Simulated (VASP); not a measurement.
# HfO2 (Fm-3m) in VASP: single point with PBEsol

Aim: the single point of HfO2 with PBEsol.

All numbers are computed with VASP 6.6.1; they aren't measurements. Logs are shortened: lines on timing, memory, paths and dates and some standing lists are left out, and cuts for length are marked.

### 1 The cell of the first run

It takes space group Fm-3m (No. 225, cubic). The conventional cell has a = 5.045 Å, b = 5.045 Å, c = 5.045 Å, α = 90.00°, β = 90.00°, γ = 90.00°. Within 2.9 Å of Hf (site symmetry m-3m) lie 8 O at 2.18 Å. Within 2.9 Å of O (site symmetry -43m) lie 4 Hf at 2.18 Å and 6 O at 2.52 Å.

### 2 Single point, PBEsol, non-collinear spin, zero start, spin-orbit coupling

The input, INCAR:

```
SYSTEM = HfO2
ALGO     = Normal         ! electronic algorithm
EDIFF    = 1E-7           ! SCF threshold, eV
ENCUT    = 520            ! plane-wave cutoff, eV
GGA      = PS             ! functional
GGA_COMPAT= .FALSE.      
ISIF     = 2              ! what is computed and relaxed
ISMEAR   = 0              ! smearing method
ISYM     = -1           
LASPH    = .TRUE.         ! aspherical terms in the spheres
LCHARG   = .FALSE.        ! write CHGCAR
LMAXMIX  = 4              ! l up to which the mixer works
LORBIT   = 11             ! projections on sites
LORBMOM  = .TRUE.       
LREAL    = .FALSE.        ! projectors in reciprocal space
LSORBIT  = .TRUE.         ! spin-orbit coupling
LWAVE    = .FALSE.        ! write WAVECAR
MAGMOM   = 0 0 0 0 0 0 0 0 0 ! initial moments
NBANDS   = 35             ! bands
NELM     = 150            ! most SCF steps
PREC     = Accurate       ! precision mode
SIGMA    = 0.02           ! smearing width, eV
```

The input, KPOINTS:

```
k-points
0
G
  8 8 8
  0 0 0
```

The input, POSCAR:

```
HfO2
1.0
    0.0000000000      2.5222960034      2.5222960034
    2.5222960034      0.0000000000      2.5222960034
    2.5222960034      2.5222960034      0.0000000000
Hf O
1 2
Direct
    0.0000000000      0.0000000000      0.0000000000
    0.2500000000      0.2500000000      0.2500000000
    0.7500000000      0.7500000000      0.7500000000
```

Potentials or basis: VASP PAW PBE potentials, release 64 (Hf_pv, O).

Launch:

```sh
$ cat potpaw_PBE.64/Hf_pv/POTCAR potpaw_PBE.64/O/POTCAR > POTCAR
$ mpirun -np 1 vasp_ncl > vasp.out
```

OUTCAR:

```text
SYSTEM = HfO2
   EDIFF = 1E-7
   ENCUT = 520
   GGA = PS
   ISIF = 2
   ISMEAR = 0
   ISYM = -1
   LASPH = .TRUE.
   LORBIT = 11
   LREAL = .FALSE.
   LSORBIT = .TRUE.
   NELM = 150
   PREC = Accurate

 ion  position               nearest neighbor table
   1  0.000  0.000  0.000-   3 2.18   3 2.18   3 2.18   2 2.18   3 2.18   2 2.18   2 2.18   2 2.18

   2  0.250  0.250  0.250-   1 2.18   1 2.18   1 2.18   1 2.18
   3  0.750  0.750  0.750-   1 2.18   1 2.18   1 2.18   1 2.18

IMPORTANT INFORMATION: All symmetrisations will be switched off!
NOSYMM: (Re-)initialisation of all symmetry stuff for point group C_1.

----------------------------------------------------------------------------------------

                                     Primitive cell

  volume of cell :      32.0936

  direct lattice vectors                    reciprocal lattice vectors
     0.000000000  2.522296003  2.522296003    -0.198232087  0.198232087  0.198232087
     2.522296003  0.000000000  2.522296003     0.198232087 -0.198232087  0.198232087
     2.522296003  2.522296003  0.000000000     0.198232087  0.198232087 -0.198232087

  length of vectors
     3.567065216  3.567065216  3.567065216     0.343348046  0.343348046  0.343348046

  position of ions in fractional coordinates (direct lattice)
     0.000000000  0.000000000  0.000000000
     0.250000000  0.250000000  0.250000000
     0.750000000  0.750000000  0.750000000

  ion indices of the primitive-cell ions
   primitive index   ion index
                 1           1
                 2           2
                 3           3

----------------------------------------------------------------------------------------

 KPOINTS: k-points

Automatic generation of k-mesh.
 Grid dimensions read from file:
 generate k-points for:    8    8    8

 Generating k-lattice:

  Cartesian coordinates                     Fractional coordinates (reciprocal lattice)
    -0.024779011  0.024779011  0.024779011     0.125000000  0.000000000  0.000000000
     0.024779011 -0.024779011  0.024779011     0.000000000  0.125000000  0.000000000
     0.024779011  0.024779011 -0.024779011     0.000000000  0.000000000  0.125000000

  Length of vectors
     0.042918506  0.042918506  0.042918506

  Shift w.r.t. Gamma in fractional coordinates (k-lattice)
     0.000000000  0.000000000  0.000000000

 Subroutine IBZKPT returns following result:
 ===========================================

 Found    512 irreducible k-points:

 Following reciprocal coordinates:
            Coordinates               Weight
  0.000000  0.000000  0.000000      1.000000
  0.125000  0.000000  0.000000      1.000000
  0.250000  0.000000  0.000000      1.000000
  0.375000  0.000000  0.000000      1.000000
  0.500000  0.000000  0.000000      1.000000
 -0.375000  0.000000  0.000000      1.000000
[... 16 lines left out ...]
 -0.250000  0.250000  0.000000      1.000000
 -0.125000  0.250000  0.000000      1.000000
 [... further k-points ...]
   k-points           NKPTS =    512   k-points in BZ     NKDIM =    512   number of bands    NBANDS=     35
   number of dos      NEDOS =    301   number of ions     NIONS =      3
   total plane-waves  NPLWV =  21952
   dimension x,y,z NGX =    28 NGY =   28 NGZ =   28
   dimension x,y,z NGXF=    56 NGYF=   56 NGZF=   56
   ions per type =               1   2
   NGX,Y,Z   is equivalent  to a cutoff of  13.05, 13.05, 13.05 a.u.
   NGXF,Y,Z  is equivalent  to a cutoff of  26.10, 26.10, 26.10 a.u.
 SYSTEM =  HfO2
   PREC   = accura    normal or accurate (medium, high low for compatibility)
   ISTART =      0    job   : 0-new  1-cont  2-samecut
   ICHARG =      2    charge: 1-file 2-atom 10-const
   ISPIN  =      1    spin polarized calculation?
   LNONCOLLINEAR =      T non collinear calculations
   LSORBIT =      T    spin-orbit coupling
   LASPH  =      T    aspherical Exc in radial PAW
   ENCUT  =  520.0 eV  38.22 Ry    6.18 a.u.   6.63  6.63  6.63*2*pi/ulx,y,z
   NELM   =    150;   NELMIN=  2; NELMDL= -5     # of ELM steps
   EDIFF  = 0.1E-06   stopping-criterion for ELM
   LREAL  =      F    real-space projection
   EDIFFG = 0.1E-05   stopping-criterion for IOM
   NSW    =      0    number of steps for IOM
   IBRION =     -1    ionic relax: 0-MD 1-quasi-New 2-CG
   NFREE  =      0    steps in history (QN), initial steepest desc. (CG)
[... 38 lines left out ...]
  ---------------------------------------------------
  ext. energy  EPLUGINS =         0.00000000
  ---------------------------------------------------
  free energy    TOTEN  =       -32.25817623 eV

  energy without entropy =      -32.25817623  energy(sigma->0) =      -32.25817623

 E-fermi :   4.3925     XC(G=0): -12.1877

 val. band max:        4.2573332924   @ k =   0.5000   0.5000   0.0000
 cond. band min:       7.9512655649   @ k =   0.0000   0.5000   0.5000
 fundamental gap:      3.6939322725
 Fermi energy:         4.3925164231

 k-point     1 :       0.0000    0.0000    0.0000
  band No.  band energies     occupation
      1     -30.1052      1.00000
      2     -30.1052      1.00000
      3     -23.0943      1.00000
      4     -23.0943      1.00000
      5     -23.0943      1.00000
      6     -23.0943      1.00000
[... 877 lines left out ...]
     33      14.3303      0.00000
     34      14.3303      0.00000

 [... further k-points ...]

 [bands above 34 left out]

------------------------ aborting loop because EDIFF is reached ----------------------------------------

  FORCE on cell =-STRESS in cart. coord.  units (eV):
  Direction    XX          YY          ZZ          XY          YZ          ZX
  --------------------------------------------------------------------------------------
  -------------------------------------------------------------------------------------
  Total       -0.7439317     -0.7439320     -0.7439319      0.0000069      0.0000068      0.0000069
  in kB      -37.1385973    -37.1386104    -37.1386049      0.0003468      0.0003401      0.0003451
  external PRESSURE =     -37.1386042 kB  Pullay stress =       0.0000000 kB

 VOLUME and BASIS-vectors are now :
 -----------------------------------------------------------------------------
  energy-cutoff  :      520.00
  volume of cell :       32.09
      direct lattice vectors                 reciprocal lattice vectors
     0.000000000  2.522296003  2.522296003    -0.198232087  0.198232087  0.198232087
     2.522296003  0.000000000  2.522296003     0.198232087 -0.198232087  0.198232087
     2.522296003  2.522296003  0.000000000     0.198232087  0.198232087 -0.198232087

 POSITION                                       TOTAL-FORCE (eV/Angst)
 -----------------------------------------------------------------------------------
      0.00000      0.00000      0.00000         0.000000     -0.000000     -0.000000
      1.26115      1.26115      1.26115        -0.000000     -0.000000     -0.000000
      3.78344      3.78344      3.78344         0.000000      0.000000      0.000000
 -----------------------------------------------------------------------------------
    total drift:                               -0.000000     -0.000000     -0.000000

  FREE ENERGIE OF THE ION-ELECTRON SYSTEM (eV)
  ---------------------------------------------------
  free  energy   TOTEN  =       -32.2581762320 eV

  energy  without entropy=      -32.2581762320  energy(sigma->0) =      -32.25817623

 orbital moment (x)

 # of ion     p       d       tot
 ----------------------------------------
  1         0.000  -0.000   0.000
  2        -0.000   0.000  -0.000
  3        -0.000   0.000  -0.000
 ----------------------------------------
            0.000  -0.000   0.000

 orbital moment (y)

 # of ion     p       d       tot
 ----------------------------------------
  1        -0.000  -0.000  -0.000
  2         0.000   0.000   0.000
  3        -0.000   0.000  -0.000
 ----------------------------------------
           -0.000  -0.000  -0.000

 orbital moment (z)

 # of ion     p       d       tot
 ----------------------------------------
  1        -0.000   0.000  -0.000
  2         0.000   0.000   0.000
  3         0.000   0.000   0.000
 ----------------------------------------
           -0.000   0.000  -0.000

 Spin-Orbit-Coupling matrix elements

 Ion:    1  E_soc:     -1.2401364
 l=   1
     0.0000000    -0.2030180    -0.2030180
    -0.2030180     0.0000000    -0.2030180
    -0.2030180    -0.2030180     0.0000000
 l=   2
     0.0000000    -0.0008964     0.0000000    -0.0008964    -0.0027750
    -0.0008964     0.0000000    -0.0020813    -0.0008964    -0.0006938
     0.0000000    -0.0020813     0.0000000    -0.0020813     0.0000000
    -0.0008964    -0.0008964    -0.0020813     0.0000000    -0.0006938
    -0.0027750    -0.0006938     0.0000000    -0.0006938     0.0000000
 l=   3
     0.0000000     0.0000000     0.0000000     0.0000000     0.0000000     0.0000000     0.0000000
     0.0000000     0.0000000     0.0000000     0.0000000     0.0000000     0.0000000     0.0000000
     0.0000000     0.0000000     0.0000000     0.0000000     0.0000000     0.0000000     0.0000000
     0.0000000     0.0000000     0.0000000     0.0000000     0.0000000     0.0000000     0.0000000
[... 29 lines left out ...]
 l=   2
     0.0000000     0.0000000     0.0000000     0.0000000     0.0000000
     0.0000000     0.0000000     0.0000000     0.0000000     0.0000000
     0.0000000     0.0000000     0.0000000     0.0000000     0.0000000
     0.0000000     0.0000000     0.0000000     0.0000000     0.0000000
     0.0000000     0.0000000     0.0000000     0.0000000     0.0000000
 l=   3
     0.0000000     0.0000000     0.0000000     0.0000000     0.0000000     0.0000000     0.0000000
     0.0000000     0.0000000     0.0000000     0.0000000     0.0000000     0.0000000     0.0000000
     0.0000000     0.0000000     0.0000000     0.0000000     0.0000000     0.0000000     0.0000000
     0.0000000     0.0000000     0.0000000     0.0000000     0.0000000     0.0000000     0.0000000
     0.0000000     0.0000000     0.0000000     0.0000000     0.0000000     0.0000000     0.0000000
     0.0000000     0.0000000     0.0000000     0.0000000     0.0000000     0.0000000     0.0000000
     0.0000000     0.0000000     0.0000000     0.0000000     0.0000000     0.0000000     0.0000000

 total charge

# of ion       s       p       d       tot
------------------------------------------
    1        0.299   6.651   1.409   8.359
    2        1.557   3.539   0.000   5.096
    3        1.557   3.539   0.000   5.096
--------------------------------------------------
tot          3.413  13.729   1.409  18.551

 magnetization (x)

# of ion       s       p       d       tot
------------------------------------------
    1        0.000   0.000   0.000   0.000
    2       -0.000  -0.000   0.000  -0.000
    3       -0.000  -0.000   0.000  -0.000
--------------------------------------------------
tot         -0.000  -0.000   0.000  -0.000

 magnetization (y)

# of ion       s       p       d       tot
------------------------------------------
    1        0.000   0.000   0.000   0.000
    2       -0.000  -0.000   0.000  -0.000
    3       -0.000  -0.000   0.000  -0.000
--------------------------------------------------
tot         -0.000  -0.000   0.000  -0.000

 magnetization (z)

# of ion       s       p       d       tot
------------------------------------------
    1        0.000  -0.000  -0.000  -0.000
    2        0.000   0.000   0.000   0.000
    3        0.000   0.000   0.000   0.000
--------------------------------------------------
tot          0.000  -0.000  -0.000  -0.000
```

Wall time 35 min (1 thread of Oxide Virtual Turin-like, shared host); peak memory 0.8 GiB.

What came out:

```yaml
Free_energy: -32.2582 eV
Pressure: -3.7 GPa
Net_moment: 0.00 μB per cell
Valence_electrons_inside_the_program's_atomic_spheres: Hf 8.36; O 5.10
```

Moments on the atoms (μB; x, y, z):
```
Hf  0.00 0.00 0.00
O   0.00 0.00 0.00
O   0.00 0.00 0.00
```

Caveat: the cell stands under tension; the PAW data sets were made with another functional, which shifts forces and pressure a little.
